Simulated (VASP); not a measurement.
# Hf (I4/mmm) in VASP: a series of runs, part 2 of 2

VASP 6.6.1. The steps go on from the part before.

### Step 5. Single point, PBEsol

This run uses another cell than the first one, of the same volume but with other edges.

Input file INCAR:

```
ALGO     = Fast           # electronic algorithm
EDIFF    = 1E-6           # SCF threshold, eV
ENCUT    = 520            # plane-wave cutoff, eV
GGA      = PS             # functional
ISIF     = 2              # what is computed and relaxed
ISMEAR   = 0              # smearing method
LASPH    = T              # aspherical terms in the spheres
LCHARG   = F              # write CHGCAR
LREAL    = F              # projectors in reciprocal space
LWAVE    = F              # write WAVECAR
NBANDS   = 11             # bands
NELM     = 80             # most SCF steps
PREC     = Accurate       # precision mode
SIGMA    = 0.15           # smearing width, eV
```

Input file KPOINTS:

```
k-points
0
Gamma
  20 20 20
```

Input file POSCAR:

```
Hf
1.0
    0.0000000000      2.1505790597      2.3656369656
    2.1505790597      0.0000000000      2.3656369656
    2.1505790597      2.1505790597      0.0000000000
Hf
1
Direct
    0.0000000000      0.0000000000      0.0000000000
```

Potentials or basis: VASP PAW PBE potentials, release 64 (Hf_pv).

Run with:

```sh
$ cat potpaw_PBE.64/Hf_pv/POTCAR > POTCAR
$ mpirun -np 1 vasp_std > vasp.out
```

OUTCAR:

```text
EDIFF = 1E-6
   ENCUT = 520
   GGA = PS
   ISIF = 2
   ISMEAR = 0
   LASPH = T
   LREAL = F
   NELM = 80
   PREC = Accurate

 ion  position               nearest neighbor table
   1  0.000  0.000  0.000-

  LATTYP: Found a body centered tetragonal cell.
 ALAT       =     3.0413780732
 C/A-ratio  =     1.5556349186

  Lattice vectors:

 A1 = (  -2.1505790597,   0.0000000000,   2.3656369656)
 A2 = (   2.1505790597,   0.0000000000,   2.3656369656)
 A3 = (   0.0000000000,   2.1505790597,  -2.3656369656)

Analysis of symmetry for initial positions (statically):
=====================================================================
 Subroutine PRICEL returns:
 Original cell was already a primitive cell.

 Routine SETGRP: Setting up the symmetry group for a
 body centered tetragonal supercell.

 Subroutine GETGRP returns: Found 16 space group operations
 (whereof 16 operations were pure point group operations)
 out of a pool of 16 trial point group operations.

The static configuration has the point symmetry D_4h.

Analysis of symmetry for dynamics (positions and initial velocities):
=====================================================================
 Subroutine PRICEL returns:
 Original cell was already a primitive cell.

 Routine SETGRP: Setting up the symmetry group for a
 body centered tetragonal supercell.

 Subroutine GETGRP returns: Found 16 space group operations
 (whereof 16 operations were pure point group operations)
 out of a pool of 16 trial point group operations.

The dynamic configuration has the point symmetry D_4h.

 Subroutine INISYM returns: Found 16 space group operations
 (whereof 16 operations are pure point group operations),
 and found     1 'primitive' translations

----------------------------------------------------------------------------------------

                                     Primitive cell

  volume of cell :      21.8821

  direct lattice vectors                    reciprocal lattice vectors
[... 107 lines left out ...]
  Fermi-wavevector in a.u.,A,eV,Ry     =   1.260991  2.382927 21.634588  1.590097
  Thomas-Fermi vector in A             =   2.394472
   LORBIT       =      0    0 simple, 1 ext, 2 COOP (PROOUT), +10 PAW based schemes
   GGA     = PS    functional components
   LHFCALC =     F    Hartree Fock is set to
   AEXX    =    0.0000 exact exchange contribution
   IVDW    =     0    specifies the selected vdW correction
   LEPSILON=     F    determine dielectric tensor
   LRPA    =     F    only Hartree local field effects (RPA)
 non-spin polarized calculation
 RMM-DIIS sequential band-by-band and
 Gauss-broadening in eV      SIGMA  =   0.15
  energy-cutoff  :      520.00
  volume of cell :       21.88
 maximum number of plane-waves:       628
   NGX = 11   NGY = 11   NGZ = 11

 number of electron      10.0000000 magnetization

 Free energy of the ion-electron system (eV)
  ---------------------------------------------------
  ext. energy  EPLUGINS =         0.00000000
  ---------------------------------------------------
  free energy    TOTEN  =       -10.41750529 eV

  energy without entropy =      -10.39872114  energy(sigma->0) =      -10.40811321

 E-fermi :   4.7003     XC(G=0): -11.4941

 val. band max:        4.6961931473   @ k =   0.3000   0.0000   0.0500
 cond. band min:       4.7017034607   @ k =  -0.3500   0.0000   0.1000
 fundamental gap:      0.0055103134
 Fermi energy:         4.7003360223

 k-point     1 :       0.0000    0.0000    0.0000
  band No.  band energies     occupation
      1     -25.1675      2.00000
      2     -25.1466      2.00000
      3     -25.1466      2.00000
      4      -2.5536      2.00000
      5       5.4055      0.00000
      6       6.5835      0.00000
      7       6.5835      0.00000
      8       8.0292      0.00000
      9       9.8026      0.00000
     10      16.3047      0.00000
     11      19.0429      0.00000
[... 309 lines left out ...]
 k-point    24 :      -0.3500    0.0500    0.0000
  band No.  band energies     occupation
      1     -25.9250      2.00000
      2     -25.3176      2.00000
      3     -25.1900      2.00000
      4       0.7221      2.00000
      5       4.7539      0.61339
      6       5.5263      0.00000
      7       6.7943      0.00000
      8       9.8397      0.00000
      9      10.6974      0.00000
     10      15.0478      0.00000
     11      17.6818      0.00000

 [... further k-points ...]
[... 5 lines left out ...]
  --------------------------------------------------------------------------------------
  -------------------------------------------------------------------------------------
  Total       -0.0416997     -0.0416997     -0.7303218      0.0000000     -0.0000000      0.0000000
  in kB       -3.0531946     -3.0531946    -53.4731721      0.0000000     -0.0000000      0.0000000
  external PRESSURE =     -19.8598538 kB  Pullay stress =       0.0000000 kB

 VOLUME and BASIS-vectors are now :
 -----------------------------------------------------------------------------
  energy-cutoff  :      520.00
  volume of cell :       21.88
      direct lattice vectors                 reciprocal lattice vectors
     0.000000000  2.150579060  2.365636966    -0.232495521  0.232495521  0.211359565
     2.150579060  0.000000000  2.365636966     0.232495521 -0.232495521  0.211359565
     2.150579060  2.150579060  0.000000000     0.232495521  0.232495521 -0.211359565

 POSITION                                       TOTAL-FORCE (eV/Angst)
 -----------------------------------------------------------------------------------
      0.00000      0.00000      0.00000         0.000000      0.000000      0.000000
 -----------------------------------------------------------------------------------
    total drift:                               -0.000000     -0.000000     -0.000000

  FREE ENERGIE OF THE ION-ELECTRON SYSTEM (eV)
  ---------------------------------------------------
  free  energy   TOTEN  =       -10.4175052853 eV

  energy  without entropy=      -10.3987211386  energy(sigma->0) =      -10.40811321
```

OSZICAR:

```text
N       E                     dE             d eps       ncg     rms          rms(c)
DAV:   1     0.124329886681E+02    0.12433E+02   -0.57105E+03 14174   0.843E+02
DAV:   2    -0.103368732690E+02   -0.22770E+02   -0.22068E+02 17649   0.155E+02
DAV:   3    -0.107827527896E+02   -0.44588E+00   -0.44223E+00 17789   0.150E+01
DAV:   4    -0.107844054364E+02   -0.16526E-02   -0.16524E-02 16211   0.111E+00
DAV:   5    -0.107844142321E+02   -0.87957E-05   -0.87957E-05 17808   0.711E-02    0.466E+01
RMM:   6    -0.105114655105E+02    0.27295E+00   -0.17760E-01 14447   0.277E+00    0.271E+01
RMM:   7    -0.104213649875E+02    0.90101E-01   -0.34442E-01 15928   0.396E+00    0.131E+00
RMM:   8    -0.104173147795E+02    0.40502E-02   -0.23353E-02 15565   0.125E+00    0.292E-01
RMM:   9    -0.104174871710E+02   -0.17239E-03   -0.23850E-03 18645   0.417E-01    0.109E-01
RMM:  10    -0.104175052252E+02   -0.18054E-04   -0.31839E-04 19109   0.149E-01    0.647E-02
RMM:  11    -0.104175042604E+02    0.96477E-06   -0.57861E-05 18316   0.658E-02    0.101E-02
RMM:  12    -0.104175049020E+02   -0.64154E-06   -0.10699E-05 18380   0.236E-02    0.104E-02
RMM:  13    -0.104175052853E+02   -0.38337E-06   -0.15764E-06 13851   0.971E-03
   1 F= -.10417505E+02 E0= -.10408113E+02  d E =-.187841E-01
```

It took 74 s on 1 thread of AMD EPYC 9R45 (Zen 5), shared host; peak memory 0.24 GiB.

What came out:

| Property | Result |
| --- | --- |
| Free energy | -10.4175 eV |
| Pressure | -2.0 GPa |
| Band gap on the k mesh | zero (bands 5 and 6 overlap by 1.83 eV) |

Stress tensor (GPa, compression positive):
```
-0.31  0.00  0.00
 0.00 -0.31  0.00
 0.00  0.00 -5.35
```

Levels at points of the mesh, in eV from the Fermi level:
```
           k point  band 1  band 2  band 3  band 4  band 5  band 6  band 7  band 8  band 9  band 10
(0.00, 0.00, 0.00)  -29.87  -29.85  -29.85   -7.25    0.71    1.88    1.88    3.33    5.10    11.60
(0.50, 0.00, 0.00)  -30.75  -30.03  -29.91   -3.66    0.61    0.74    1.83    6.17    6.73     9.80
(0.50, 0.50, 0.00)  -30.65  -30.08  -30.08   -3.48   -2.04    1.73    6.64    7.08    7.08    10.29
(0.50, 0.00, 0.50)  -30.70  -30.32  -30.12   -3.26   -2.18    3.23    6.19    6.40    7.80     9.26
```

Caveat: the stress differs along the axes, from -5 to -0 GPa; the PAW data sets were made with another functional, which shifts forces and pressure a little; spin-orbit coupling is left out, which moves the levels of the heavy elements.

### Step 6. Summary

```tsv
cell	further INCAR settings	gap on the mesh (eV)	pressure (GPa)
a = 3.076, b = 3.076, c = 3.314 Å, angles 57.4, 57.4, 65.2°, 1 atom	ALGO = Fast; EDIFF = 1e-07; NBANDS = 11	none	-2.1
a = 3.263, b = 3.263, c = 2.954 Å, angles 63.1, 63.1, 53.8°, 1 atom	ALGO = Fast; EDIFF = 1e-07; NBANDS = 11	none	-2.3
a = 3.336, b = 3.336, c = 2.877 Å, angles 64.5, 64.5, 51.1°, 1 atom	ALGO = Fast; EDIFF = 1e-06; NBANDS = 11	none	-2.7
a = 3.197, b = 3.197, c = 3.041 Å, angles 61.6, 61.6, 56.8°, 1 atom	ALGO = Fast; EDIFF = 1e-06; NBANDS = 11	none	-2.0
```

Alike in all rows: task single point; level PBEsol; potentials or basis VASP PAW PBE potentials, release 64 (Hf_pv); no spin polarisation; k mesh 20 × 20 × 20; cutoff (eV) 520; smearing gaussian 0.15 eV.

Caveats: the PAW data sets were made with another functional, which shifts forces and pressure a little; spin-orbit coupling is left out, which moves the levels of the heavy elements; the stress differs along the axes, from -4 to 1 GPa (at least some runs); the stress differs along the axes, from -9 to 1 GPa (at least some runs); the stress differs along the axes, from -12 to 2 GPa (at least some runs); the stress differs along the axes, from -5 to -0 GPa (at least some runs).

Total energies depend on the potentials used, so only differences within one code and one set of settings carry meaning.
